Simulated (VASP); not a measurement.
# GaP (F-43m) in VASP: a series of runs

GaP is run at these levels: LDA; tasks: single point.

Everything below comes from runs of VASP 6.6.1. Logs are shortened: lines on timing, memory, paths and dates and some standing lists are left out, and cuts for length are marked.

**The experiment to reproduce.**

From “Stacking defects in GaP nanowires: Electronic structure and optical properties”, 2018, arxiv:1810.01194, for a bulk crystal of GaP at 10 K: band gap 2.34 eV (indirect).

The results are compared with them further down.

### Step 1. The cell of the first run

The structure is cubic, space group F-43m (No. 216). The conventional cell has a = 5.414 Å, b = 5.414 Å, c = 5.414 Å, α = 90.00°, β = 90.00°, γ = 90.00°. Within 3.1 Å of Ga (site symmetry -43m) lie 4 P at 2.34 Å. P (site symmetry -43m) has 4 Ga at 2.34 Å within 3.1 Å.

### Step 2. Single point, LDA

File INCAR:

```
SYSTEM = GaP
  PREC = Accurate
  ENCUT = 520
  EDIFF = 1E-6
  ISMEAR = 0
  SIGMA = 0.01
  LREAL = .FALSE.
  LASPH = .TRUE.
  NELM = 80
  ALGO = Normal
  ISIF = 2
  LWAVE = .FALSE.
  LCHARG = .FALSE.
  NBANDS = 16
```

File KPOINTS:

```
Automatic mesh
0
G
  6 6 6
  0 0 0
```

File POSCAR:

```
GaP
1.0
    0.0000000000      2.7069591804      2.7069591804
    2.7069591804      0.0000000000      2.7069591804
    2.7069591804      2.7069591804      0.0000000000
Ga P
1 1
Direct
    0.0000000000      0.0000000000      0.0000000000
    0.2500000000      0.2500000000      0.2500000000
```

Potentials or basis: VASP PAW LDA potentials, release 64 (Ga_d, P).

Launch:

```sh
$ cat potpaw_LDA.64/Ga_d/POTCAR potpaw_LDA.64/P/POTCAR > POTCAR
$ mpirun -np 1 vasp_std > vasp.out
```

OUTCAR:

```text
SYSTEM = GaP
   PREC = Accurate
   ENCUT = 520
   EDIFF = 1E-6
   ISMEAR = 0
   LREAL = .FALSE.
   LASPH = .TRUE.
   NELM = 80
   ISIF = 2

 ion  position               nearest neighbor table
   1  0.000  0.000  0.000-   2 2.34   2 2.34   2 2.34   2 2.34
   2  0.250  0.250  0.250-   1 2.34   1 2.34   1 2.34   1 2.34

  LATTYP: Found a face centered cubic cell.
 ALAT       =     5.4139183608

  Lattice vectors:

 A1 = (   0.0000000000,   2.7069591804,   2.7069591804)
 A2 = (   2.7069591804,   0.0000000000,   2.7069591804)
 A3 = (   2.7069591804,   2.7069591804,   0.0000000000)

Analysis of symmetry for initial positions (statically):
=====================================================================
 Subroutine PRICEL returns:
 Original cell was already a primitive cell.

 Routine SETGRP: Setting up the symmetry group for a
 face centered cubic supercell.

 Subroutine GETGRP returns: Found 24 space group operations
 (whereof 24 operations were pure point group operations)
 out of a pool of 48 trial point group operations.

The static configuration has the point symmetry T_d .

Analysis of symmetry for dynamics (positions and initial velocities):
=====================================================================
 Subroutine PRICEL returns:
 Original cell was already a primitive cell.

 Routine SETGRP: Setting up the symmetry group for a
 face centered cubic supercell.

 Subroutine GETGRP returns: Found 24 space group operations
 (whereof 24 operations were pure point group operations)
 out of a pool of 48 trial point group operations.

The dynamic configuration has the point symmetry T_d .

 Subroutine INISYM returns: Found 24 space group operations
 (whereof 24 operations are pure point group operations),
 and found     1 'primitive' translations

----------------------------------------------------------------------------------------

                                     Primitive cell

  volume of cell :      39.6712

  direct lattice vectors                    reciprocal lattice vectors
     0.000000000  2.706959180  2.706959180    -0.184709102  0.184709102  0.184709102
     2.706959180  0.000000000  2.706959180     0.184709102 -0.184709102  0.184709102
     2.706959180  2.706959180  0.000000000     0.184709102  0.184709102 -0.184709102

  length of vectors
     3.828218386  3.828218386  3.828218386     0.319925550  0.319925550  0.319925550

  position of ions in fractional coordinates (direct lattice)
     0.000000000  0.000000000  0.000000000
     0.250000000  0.250000000  0.250000000

  ion indices of the primitive-cell ions
   primitive index   ion index
                 1           1
                 2           2

----------------------------------------------------------------------------------------

 KPOINTS: Automatic mesh

Automatic generation of k-mesh.
 Grid dimensions read from file:
 generate k-points for:    6    6    6

 Generating k-lattice:

  Cartesian coordinates                     Fractional coordinates (reciprocal lattice)
    -0.030784850  0.030784850  0.030784850     0.166666667  0.000000000  0.000000000
     0.030784850 -0.030784850  0.030784850     0.000000000  0.166666667  0.000000000
     0.030784850  0.030784850 -0.030784850     0.000000000  0.000000000  0.166666667

  Length of vectors
     0.053320925  0.053320925  0.053320925

  Shift w.r.t. Gamma in fractional coordinates (k-lattice)
     0.000000000  0.000000000  0.000000000

 Subroutine IBZKPT returns following result:
 ===========================================

 Found     16 irreducible k-points:

 Following reciprocal coordinates:
            Coordinates               Weight
  0.000000  0.000000  0.000000      1.000000
  0.166667  0.000000  0.000000      8.000000
  0.333333  0.000000  0.000000      8.000000
  0.500000  0.000000  0.000000      4.000000
  0.166667  0.166667  0.000000      6.000000
  0.333333  0.166667  0.000000     24.000000
[... 8 lines left out ...]
 -0.333333  0.333333  0.166667     24.000000
 -0.333333  0.500000  0.166667     12.000000
   k-points           NKPTS =     16   k-points in BZ     NKDIM =     16   number of bands    NBANDS=     16
   number of dos      NEDOS =    301   number of ions     NIONS =      2
   total plane-waves  NPLWV =  21952
   dimension x,y,z NGX =    28 NGY =   28 NGZ =   28
   dimension x,y,z NGXF=    56 NGYF=   56 NGZF=   56
   ions per type =               1   1
   NGX,Y,Z   is equivalent  to a cutoff of  12.16, 12.16, 12.16 a.u.
   NGXF,Y,Z  is equivalent  to a cutoff of  24.32, 24.32, 24.32 a.u.
 SYSTEM =  GaP
   PREC   = accura    normal or accurate (medium, high low for compatibility)
   ISTART =      0    job   : 0-new  1-cont  2-samecut
   ICHARG =      2    charge: 1-file 2-atom 10-const
   ISPIN  =      1    spin polarized calculation?
   LNONCOLLINEAR =      F non collinear calculations
   LSORBIT =      F    spin-orbit coupling
   LASPH  =      T    aspherical Exc in radial PAW
   ENCUT  =  520.0 eV  38.22 Ry    6.18 a.u.   7.12  7.12  7.12*2*pi/ulx,y,z
   NELM   =     80;   NELMIN=  2; NELMDL= -5     # of ELM steps
   EDIFF  = 0.1E-05   stopping-criterion for ELM
   LREAL  =      F    real-space projection
   EDIFFG = 0.1E-04   stopping-criterion for IOM
   NSW    =      0    number of steps for IOM
   IBRION =     -1    ionic relax: 0-MD 1-quasi-New 2-CG
   NFREE  =      0    steps in history (QN), initial steepest desc. (CG)
   ISIF   =      2    stress and relaxation
   ISYM   =      2    0-nonsym 1-usesym 2-fastsym
   POTIM  = 0.5000    time-step for ionic-motion
   TEBEG  =    0.0;   TEEND  =   0.0 temperature during run
   PSTRESS=    0.0 pullay stress
   NELECT =      18.0000    total number of electrons
   NUPDOWN=      -1.0000    fix difference up-down
   EMIN   =  10.00;   EMAX   =-10.00  energy-range for DOS
   EFERMI =   0.00;   METHOD = LEGACY
   ISMEAR =     0;   SIGMA  =   0.01  broadening in eV -4-tet -1-fermi 0-gaus
   EFERMI_NEDOS =   21; number of points for ismear=-14 and -15
   IALGO  =     38    algorithm
   IMIX   =      4    mixing-type and parameters
     AMIX     =   0.40;   BMIX     =  1.00
     AMIX_MAG =   1.60;   BMIX_MAG =  1.00
  volume/ion in A,a.u.               =      19.84       133.86
  Fermi-wavevector in a.u.,A,eV,Ry     =   1.257981  2.377239 21.531428  1.582515
  Thomas-Fermi vector in A             =   2.391613
   LORBIT       =      0    0 simple, 1 ext, 2 COOP (PROOUT), +10 PAW based schemes
   GGA     = CA    functional components
   LHFCALC =     F    Hartree Fock is set to
   AEXX    =    0.0000 exact exchange contribution
   IVDW    =     0    specifies the selected vdW correction
   LEPSILON=     F    determine dielectric tensor
   LRPA    =     F    only Hartree local field effects (RPA)
 non-spin polarized calculation
 Gauss-broadening in eV      SIGMA  =   0.01
  energy-cutoff  :      520.00
  volume of cell :       39.67
 maximum number of plane-waves:      1090
   NGX = 15   NGY = 15   NGZ = 15

 number of electron      18.0000008 magnetization

 Free energy of the ion-electron system (eV)
  ---------------------------------------------------
  ext. energy  EPLUGINS =         0.00000000
  ---------------------------------------------------
  free energy    TOTEN  =       -10.43396652 eV

  energy without entropy =      -10.43396652  energy(sigma->0) =      -10.43396652

 E-fermi :   4.8119     XC(G=0): -10.2527

 val. band max:        4.7223515614   @ k =   0.0000   0.0000   0.0000
 cond. band min:       6.1722392849   @ k =   0.5000   0.5000   0.0000
 fundamental gap:      1.4498877236
 Fermi energy:         4.8118627292

 k-point     1 :       0.0000    0.0000    0.0000
  band No.  band energies     occupation
      1     -10.0268      2.00000
      2     -10.0268      2.00000
      3     -10.0268      2.00000
      4      -9.9227      2.00000
      5      -9.9227      2.00000
      6      -7.9425      2.00000
[... 8 lines left out ...]
     15      14.5451      0.00000
     16      14.5451      0.00000

 k-point     2 :       0.1667    0.0000    0.0000
  band No.  band energies     occupation
      1     -10.0496      2.00000
      2     -10.0186      2.00000
      3     -10.0186      2.00000
      4      -9.9226      2.00000
      5      -9.9226      2.00000
      6      -7.5769      2.00000
[... 8 lines left out ...]
     15      13.6607      0.00000
     16      14.5890      0.00000

 k-point     3 :       0.3333    0.0000    0.0000
  band No.  band energies     occupation
      1     -10.0900      2.00000
      2     -10.0054      2.00000
      3     -10.0054      2.00000
      4      -9.9190      2.00000
      5      -9.9190      2.00000
      6      -6.5969      2.00000
[... 8 lines left out ...]
     15      14.3492      0.00000
     16      14.3492      0.00000

 k-point     4 :       0.5000    0.0000    0.0000
  band No.  band energies     occupation
      1     -10.1085      2.00000
      2     -10.0009      2.00000
      3     -10.0009      2.00000
      4      -9.9149      2.00000
      5      -9.9149      2.00000
      6      -5.7905      2.00000
[... 8 lines left out ...]
     15      16.4491      0.00000
     16      16.4491      0.00000

 k-point     5 :       0.1667    0.1667    0.0000
  band No.  band energies     occupation
      1     -10.0637      2.00000
      2     -10.0103      2.00000
      3     -10.0103      2.00000
      4      -9.9307      2.00000
      5      -9.9170      2.00000
      6      -7.4557      2.00000
[... 8 lines left out ...]
     15      14.9827      0.00000
     16      15.4350      0.00000

 k-point     6 :       0.3333    0.1667    0.0000
  band No.  band energies     occupation
      1     -10.0941      2.00000
      2      -9.9987      2.00000
      3      -9.9951      2.00000
      4      -9.9346      2.00000
      5      -9.9123      2.00000
      6      -6.6688      2.00000
[... 8 lines left out ...]
     15      15.4818      0.00000
     16      16.2460      0.00000

 k-point     7 :       0.5000    0.1667    0.0000
  band No.  band energies     occupation
      1     -10.1114      2.00000
      2      -9.9958      2.00000
      3      -9.9891      2.00000
      4      -9.9273      2.00000
      5      -9.9125      2.00000
      6      -5.6468      2.00000
[... 8 lines left out ...]
     15      16.4639      0.00000
     16      16.9336      0.00000

 k-point     8 :      -0.3333    0.1667    0.0000
  band No.  band energies     occupation
      1     -10.1038      2.00000
      2      -9.9980      2.00000
      3      -9.9940      2.00000
      4      -9.9218      2.00000
      5      -9.9194      2.00000
      6      -5.9499      2.00000
[... 8 lines left out ...]
     15      15.4068      0.00000
     16      17.1209      0.00000

 k-point     9 :      -0.1667    0.1667    0.0000
  band No.  band energies     occupation
      1     -10.0764      2.00000
      2     -10.0088      2.00000
      3     -10.0055      2.00000
      4      -9.9267      2.00000
      5      -9.9185      2.00000
      6      -6.9997      2.00000
[... 8 lines left out ...]
     15      14.9502      0.00000
     16      16.2489      0.00000

 k-point    10 :       0.3333    0.3333    0.0000
  band No.  band energies     occupation
      1     -10.1212      2.00000
      2      -9.9760      2.00000
      3      -9.9760      2.00000
      4      -9.9504      2.00000
      5      -9.9055      2.00000
      6      -6.1207      2.00000
[... 8 lines left out ...]
     15      16.1849      0.00000
     16      19.0781      0.00000

 k-point    11 :       0.5000    0.3333    0.0000
  band No.  band energies     occupation
      1     -10.1314      2.00000
      2      -9.9740      2.00000
      3      -9.9674      2.00000
      4      -9.9493      2.00000
      5      -9.9052      2.00000
      6      -5.2111      2.00000
[... 8 lines left out ...]
     15      16.6916      0.00000
     16      18.0269      0.00000

 k-point    12 :      -0.3333    0.3333    0.0000
  band No.  band energies     occupation
      1     -10.1198      2.00000
      2      -9.9870      2.00000
      3      -9.9745      2.00000
      4      -9.9347      2.00000
      5      -9.9155      2.00000
      6      -5.0959      2.00000
[... 8 lines left out ...]
     15      14.2799      0.00000
     16      19.7143      0.00000

 k-point    13 :       0.5000    0.5000    0.0000
  band No.  band energies     occupation
      1     -10.1453      2.00000
      2      -9.9613      2.00000
      3      -9.9582      2.00000
      4      -9.9582      2.00000
      5      -9.8997      2.00000
      6      -4.8428      2.00000
[... 8 lines left out ...]
     15      17.2007      0.00000
     16      17.7324      0.00000

 k-point    14 :       0.5000    0.3333    0.1667
  band No.  band energies     occupation
      1     -10.1132      2.00000
      2      -9.9910      2.00000
      3      -9.9790      2.00000
      4      -9.9381      2.00000
      5      -9.9113      2.00000
      6      -5.7897      2.00000
[... 8 lines left out ...]
     15      16.5237      0.00000
     16      18.0306      0.00000

 k-point    15 :      -0.3333    0.3333    0.1667
  band No.  band energies     occupation
      1     -10.1190      2.00000
      2      -9.9912      2.00000
      3      -9.9720      2.00000
      4      -9.9345      2.00000
      5      -9.9147      2.00000
      6      -5.0930      2.00000
[... 8 lines left out ...]
     15      17.2023      0.00000
     16      17.5139      0.00000

 k-point    16 :      -0.3333    0.5000    0.1667
  band No.  band energies     occupation
      1     -10.1304      2.00000
      2      -9.9791      2.00000
      3      -9.9638      2.00000
      4      -9.9448      2.00000
      5      -9.9088      2.00000
      6      -4.7662      2.00000
[... 8 lines left out ...]
     15      16.6712      0.00000
     16      18.4109      0.00000

------------------------ aborting loop because EDIFF is reached ----------------------------------------

  FORCE on cell =-STRESS in cart. coord.  units (eV):
  Direction    XX          YY          ZZ          XY          YZ          ZX
  --------------------------------------------------------------------------------------
  -------------------------------------------------------------------------------------
  Total       -0.2475647     -0.2475647     -0.2475647      0.0000000      0.0000000     -0.0000000
  in kB       -9.9982558     -9.9982558     -9.9982558      0.0000000      0.0000000     -0.0000000
  external PRESSURE =      -9.9982558 kB  Pullay stress =       0.0000000 kB

 VOLUME and BASIS-vectors are now :
 -----------------------------------------------------------------------------
  energy-cutoff  :      520.00
  volume of cell :       39.67
      direct lattice vectors                 reciprocal lattice vectors
     0.000000000  2.706959180  2.706959180    -0.184709102  0.184709102  0.184709102
     2.706959180  0.000000000  2.706959180     0.184709102 -0.184709102  0.184709102
     2.706959180  2.706959180  0.000000000     0.184709102  0.184709102 -0.184709102

 POSITION                                       TOTAL-FORCE (eV/Angst)
 -----------------------------------------------------------------------------------
      0.00000      0.00000      0.00000         0.000000      0.000000      0.000000
      1.35348      1.35348      1.35348        -0.000000     -0.000000     -0.000000
 -----------------------------------------------------------------------------------
    total drift:                                0.000000      0.000000      0.000000

  FREE ENERGIE OF THE ION-ELECTRON SYSTEM (eV)
  ---------------------------------------------------
  free  energy   TOTEN  =       -10.4339665224 eV

  energy  without entropy=      -10.4339665224  energy(sigma->0) =      -10.43396652
```

Run time: 8.9 s. Hardware: 1 thread of Intel Xeon Platinum 8488C (Sapphire Rapids), shared host; peak memory 0.13 GiB.

What came out:

| Quantity | Value |
| --- | --- |
| Free energy | -10.4340 eV |
| Pressure | -1.0 GPa |
| Band gap on the k mesh | 1.45 eV, indirect (least direct gap 1.80 eV) |

### Step 3. Single point, LDA

This run uses another cell than the first one, of 20.24 Å³/atom, 1.020 times its volume.

File INCAR:

```
PREC = Accurate
ENCUT = 520
EDIFF = 1E-6
ISMEAR = 0
SIGMA = 0.01
LREAL = False
LASPH = True
NELM = 80
ALGO = Normal
ISIF = 2
LWAVE = False
LCHARG = False
NBANDS = 16
```

File KPOINTS:

```
regular mesh
0
Gamma
  6 6 6
```

File POSCAR:

```
GaP
1.0
    0.0000000000      2.7252500000      2.7252500000
    2.7252500000      0.0000000000      2.7252500000
    2.7252500000      2.7252500000      0.0000000000
Ga P
1 1
Direct
    0.0000000000      0.0000000000      0.0000000000
    0.2500000000      0.2500000000      0.2500000000
```

Potentials or basis: VASP PAW LDA potentials, release 64 (Ga_d, P).

Launch:

```sh
$ cat potpaw_LDA.64/Ga_d/POTCAR potpaw_LDA.64/P/POTCAR > POTCAR
$ mpirun -np 1 vasp_std > vasp.out
```

It took 13 s on 1 thread of Intel Xeon Platinum 8488C (Sapphire Rapids), shared host; peak memory 0.14 GiB.

Results (log left out):

```
Free energy            : -10.4249 eV
Pressure               : -2.7 GPa
Band gap on the k mesh : 1.49 eV, indirect (least direct gap 1.63 eV)
```

Levels at points of the mesh, in eV from the valence-band top:
| k point | band 7 | band 8 | band 9 | band 10 | band 11 | band 12 |
| --- | --- | --- | --- | --- | --- | --- |
| (0.00, 0.00, 0.00) | 0.00 | 0.00 | 0.00 | 1.63 | 3.79 | 3.79 |
| (0.50, 0.00, 0.00) | -6.71 | -1.13 | -1.13 | 1.51 | 4.63 | 4.63 |
| (0.50, 0.50, 0.00) | -6.84 | -2.71 | -2.71 | 1.49 | 1.68 | 10.45 |

### Step 4. Against experiment

Step 2. Against the measured gap of GaP, 2.34 eV (indirect; 10 K; quoted in “Stacking defects in GaP nanowires: Electronic structure and optical properties”, 2018, arxiv:1810.01194), the calculated 1.45 eV is off by -0.89 eV. Spin-orbit coupling on Ga is left out. The value is that of LDA on a finite k mesh, which can miss the band edges, without temperature or zero-point motion. Semilocal functionals fall short of measured gaps as a rule.

Step 3. Against the measured gap of GaP, 2.34 eV (indirect; 10 K; quoted in “Stacking defects in GaP nanowires: Electronic structure and optical properties”, 2018, arxiv:1810.01194), the calculated 1.49 eV is off by -0.85 eV. Spin-orbit coupling on Ga is left out. The value is that of LDA on a finite k mesh, which can miss the band edges, without temperature or zero-point motion. Semilocal functionals fall short of measured gaps as a rule.
